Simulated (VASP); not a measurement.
Wanted: the native input for a VASP 6.6.1 run.

| Property | Result |
| --- | --- |
| Task | G0W0 quasiparticle levels |
| Functional | LDA |
| Potentials or basis | VASP PAW LDA potentials, release 64 (B_GW, Bi_d_GW) |
| Cutoff | 500 eV |
| k mesh | 4 × 4 × 4 |
| Occupations | gaussian, width 0.01 eV |
| Spin | no spin polarisation |
| Dipole correction | no |
| GW scheme | G0W0 |
| GW iterations | 1 |
| Cutoff of the response function | 140 |
| Frequency points | 96 |
| Empty bands | 155 |
| Further INCAR settings | ALGO = EVGW0; EDIFF = 1e-08; NBANDS = 165 |

The system is BiB.

```
B Bi
1.0
     0.00000    2.74487    2.74487
     2.74487    0.00000    2.74487
     2.74487    2.74487    0.00000
B Bi
1 1
Direct
  0.00000 0.00000 0.00000
  0.25000 0.25000 0.25000
```

One way to write it, as run:

POSCAR

```
BiB
1.0
    0.0000000000      2.7448744654      2.7448744654
    2.7448744654      0.0000000000      2.7448744654
    2.7448744654      2.7448744654      0.0000000000
B Bi
1 1
Direct
    0.0000000000      0.0000000000      0.0000000000
    0.2500000000      0.2500000000      0.2500000000
```

INCAR.step1

```
PREC = Accurate ; ENCUT = 500
EDIFF = 1E-8 ; ISMEAR = 0
SIGMA = 0.01 ; LREAL = False
LASPH = True ; NELM = 100
ALGO = Normal ; LWAVE = True
LCHARG = False ; GGA = CA
```

INCAR.step2

```
PREC = Accurate ; ENCUT = 500
EDIFF = 1E-8 ; ISMEAR = 0
SIGMA = 0.01 ; LREAL = False
LASPH = True ; NELM = 1
ALGO = Exact ; LWAVE = True
LCHARG = False ; GGA = CA
NBANDS = 165 ; LOPTICS = True
ISTART = 1
```

INCAR.step3

```
PREC = Accurate ; ENCUT = 500
EDIFF = 1E-8 ; ISMEAR = 0
SIGMA = 0.01 ; LREAL = False
LASPH = True ; ALGO = EVGW0
LWAVE = False ; LCHARG = False
GGA = CA ; NELMGW = 1
NBANDS = 165 ; ENCUTGW = 140.0
NOMEGA = 96 ; PRECFOCK = Fast
ISTART = 1 ; NBANDSGW = 18
OMEGAMAX = 20
```

KPOINTS

```
Automatic mesh
0
Gamma
  4 4 4
```

Potentials or basis: VASP PAW LDA potentials, release 64 (B_GW, Bi_d_GW).

Command:

```sh
$ cat potpaw_LDA.64/B_GW/POTCAR potpaw_LDA.64/Bi_d_GW/POTCAR > POTCAR
$ cp INCAR.step1 INCAR
$ mpirun -np 1 vasp_std > vasp.out
$ cp INCAR.step2 INCAR
$ mpirun -np 1 vasp_std > vasp.out
$ cp INCAR.step3 INCAR
$ mpirun -np 1 vasp_std > vasp.out
```

It gave:

| Property | Result |
| --- | --- |
| Quasiparticle gap | 0.69 eV |
| Least direct quasiparticle gap | 0.69 eV |
| Band gap of the starting levels on the mesh | 0.37 eV |
| Least direct gap of the starting levels on the mesh | 0.37 eV |

Caveat: the k points lie up to 0.50 Å⁻¹ apart; bands, screening cutoff and mesh are small and nothing is extrapolated, so the quasiparticle values aren't converged; the structure was generated, so it needn't be the stable form of BiB; spin-orbit coupling is left out, which moves the levels of the heavy elements.

Run time: 2.7 min on 1 thread of AMD EPYC 9R45 96-Core Processor (Zen 5) (shared host), peak memory 0.41 GiB.
